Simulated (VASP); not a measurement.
# InSb3 (Fm-3m) in VASP: further runs, part 2 of 2

VASP 6.6.1.

## 3. Relaxation of volume and atoms at fixed shape, PBE

This run uses another cell than the first one, of 27.32 Å³/atom, 1.007 times its volume.

INCAR reads:

```
PREC = Accurate ; ENCUT = 500
EDIFF = 1E-7 ; ISMEAR = 0
SIGMA = 0.01 ; LREAL = F
LASPH = T ; NELM = 120
ALGO = Normal ; ISIF = 8
LWAVE = F ; LCHARG = F
GGA = PE ; IBRION = 2
NSW = 80 ; EDIFFG = -0.01
GGA_COMPAT = F ; NELMIN = 4
```

KPOINTS reads:

```
regular mesh
0
Gamma
  5 5 5
```

POSCAR reads:

```
InSb3
1.0
    5.3663110000      0.0000000000      0.0000000000
    2.6831555000      4.6473616506      0.0000000000
    2.6831555000      1.5491205502      4.3815745837
In Sb
1 3
Direct
    0.0000000000      0.0000000000      0.0000000000
    0.2500000000      0.2500000000      0.2500000000
    0.7500000000      0.7500000000      0.7500000000
    0.5000000000      0.5000000000      0.5000000000
```

Potentials or basis: VASP PAW PBE potentials, release 64 (In_d, Sb).

The run is started by

```console
$ cat potpaw_PBE.64/In_d/POTCAR potpaw_PBE.64/Sb/POTCAR > POTCAR
$ mpirun -np 1 vasp_std > vasp.out
```

OUTCAR:

```text
PREC = Accurate
   ENCUT = 500
   EDIFF = 1E-7
   ISMEAR = 0
   LREAL = F
   LASPH = T
   NELM = 120
   ISIF = 8
   GGA = PE
   IBRION = 2
   NSW = 80
   EDIFFG = -0.01
   NELMIN = 4

 ion  position               nearest neighbor table
   1  0.000  0.000  0.000-   3 3.29   2 3.29   2 3.29   3 3.29   3 3.29   2 3.29   3 3.29   2 3.29
                             4 3.79   4 3.79   4 3.79   4 3.79   4 3.79   4 3.79
   2  0.250  0.250  0.250-   1 3.29   4 3.29   1 3.29   4 3.29   1 3.29   4 3.29   1 3.29   4 3.29

   3  0.750  0.750  0.750-   4 3.29   1 3.29   1 3.29   4 3.29   4 3.29   1 3.29   4 3.29   1 3.29

   4  0.500  0.500  0.500-   2 3.29   3 3.29   2 3.29   3 3.29   2 3.29   3 3.29   2 3.29   3 3.29
[... 182 lines left out ...]
  -------------------------------------------------------------------------------------
  Total       -0.3208645     -0.3208645     -0.3208645     -0.0000000      0.0000000     -0.0000000
  in kB       -4.7045677     -4.7045677     -4.7045677     -0.0000000      0.0000000     -0.0000000
  external PRESSURE =      -4.7045677 kB  Pullay stress =       0.0000000 kB
[... 63 lines left out ...]
--------------------------------------- Ionic step        3  -------------------------------------------

 number of electron      27.9999990 magnetization

 Free energy of the ion-electron system (eV)
  ---------------------------------------------------
  ext. energy  EPLUGINS =         0.00000000
  ---------------------------------------------------
  free energy    TOTEN  =       -14.36698624 eV

  energy without entropy =      -14.36649260  energy(sigma->0) =      -14.36673942

 E-fermi :   7.7767     XC(G=0): -10.1782

 val. band max:        7.6950253356   @ k =   0.2000   0.0000  -0.0000
 cond. band min:       7.7797329711   @ k =  -0.4000   0.4000   0.0000
 fundamental gap:      0.0847076356
 Fermi energy:         7.7766872692

 k-point     1 :       0.0000    0.0000    0.0000
  band No.  band energies     occupation
      1      -6.3577      2.00000
      2      -6.3577      2.00000
      3      -6.3577      2.00000
      4      -6.3254      2.00000
      5      -6.3254      2.00000
      6      -4.2304      2.00000
[... 230 lines left out ...]
  FREE ENERGIE OF THE ION-ELECTRON SYSTEM (eV)
  ---------------------------------------------------
  free  energy   TOTEN  =       -14.3669862372 eV

  energy  without entropy=      -14.3664925978  energy(sigma->0) =      -14.36673942

 reached required accuracy - stopping structural energy minimisation
```

OSZICAR:

```text
N       E                     dE             d eps       ncg     rms          rms(c)
DAV:   1     0.193523818709E+03    0.19352E+03   -0.11067E+04   360   0.140E+03
DAV:   2     0.150127768902E+01   -0.19202E+03   -0.18822E+03   396   0.318E+02
DAV:   3    -0.138831103695E+02   -0.15384E+02   -0.14817E+02   480   0.944E+01
[... 25 lines left out ...]
DAV:   5    -0.143669871607E+02    0.33771E-05   -0.37013E-06   418   0.256E-02    0.537E-03
DAV:   6    -0.143669860380E+02    0.11227E-05   -0.54653E-07   364   0.743E-03    0.174E-03
DAV:   7    -0.143669861450E+02   -0.10700E-06   -0.11929E-08   180   0.138E-03    0.458E-04
DAV:   8    -0.143669862480E+02   -0.10302E-06   -0.45859E-09   180   0.718E-04    0.207E-04
DAV:   9    -0.143669862372E+02    0.10773E-07   -0.96839E-10   180   0.401E-04
   3 F= -.14366986E+02 E0= -.14366739E+02  d E =-.138255E-02
```

CONTCAR:

```text
InSb3
   1.00000000000000
     5.3510178530695649    0.0000000000000000    0.0000000000000000
     2.6755089265347825    4.6341173968544576    0.0000000000000000
     2.6755089265347825    1.5447057989514859    4.3690877815196600
  In              Sb
     1     3
Direct
     0.0000000000000000    0.0000000000000000    0.0000000000000000
     0.2500000000000000    0.2500000000000000    0.2500000000000000
     0.7500000000000000    0.7500000000000000    0.7500000000000000
     0.5000000000000000    0.5000000000000000    0.5000000000000000

  0.00000000E+00  0.00000000E+00  0.00000000E+00
  0.00000000E+00  0.00000000E+00  0.00000000E+00
  0.00000000E+00  0.00000000E+00  0.00000000E+00
  0.00000000E+00  0.00000000E+00  0.00000000E+00
```

Wall time 34 s (1 thread of Intel Xeon 6975P-C (Granite Rapids), shared host); peak memory 0.24 GiB.

What came out:

```yaml
Free_energy: -14.3670 eV
Relaxed_volume: 27.09 Å³/atom
Relaxed_cell: a = 5.351 Å, b = 5.351 Å, c = 5.351 Å, α = 60.00°, β = 60.00°, γ = 60.00°
Space_group_after_relaxing_to_0.05_Å: Fm-3m (No. 225)
Energy_gained_by_relaxing: 0.3 meV/atom
Ionic_steps: 3
Pressure_after_relaxing: 0.0 GPa
```

Step by step:
```
step  energy change (eV)  largest force (eV/Å)  pressure (GPa)  volume (Å³)
   1              0.0000                0.0000           -0.47       109.27
   2             -0.0012                0.0000            0.17       108.01
   3             -0.0014                0.0000            0.00       108.34
```

Final structure:
```cif
data_structure
_symmetry_space_group_name_H-M 'P 1'
_symmetry_Int_Tables_number 1
_cell_length_a 5.3510
_cell_length_b 5.3510
_cell_length_c 5.3510
_cell_angle_alpha 60.000
_cell_angle_beta 60.000
_cell_angle_gamma 60.000
_cell_volume 108.34
loop_
_atom_site_label
_atom_site_type_symbol
_atom_site_fract_x
_atom_site_fract_y
_atom_site_fract_z
_atom_site_occupancy
In1 In 0.00000 0.00000 0.00000 1
Sb1 Sb 0.25000 0.25000 0.25000 1
Sb2 Sb 0.75000 0.75000 0.75000 1
Sb3 Sb 0.50000 0.50000 0.50000 1
```

Levels at points of the mesh, in eV from the Fermi level:
| k point | band 12 | band 13 | band 14 | band 15 | band 16 | band 17 |
| --- | --- | --- | --- | --- | --- | --- |
| (0.00, 0.00, 0.00) | -2.11 | -2.11 | -2.11 | -1.94 | -0.38 | -0.38 |

Caveat: the bands computed are all filled at some k points, so no gap is given; spin-orbit coupling is left out, which moves the levels of the heavy elements.
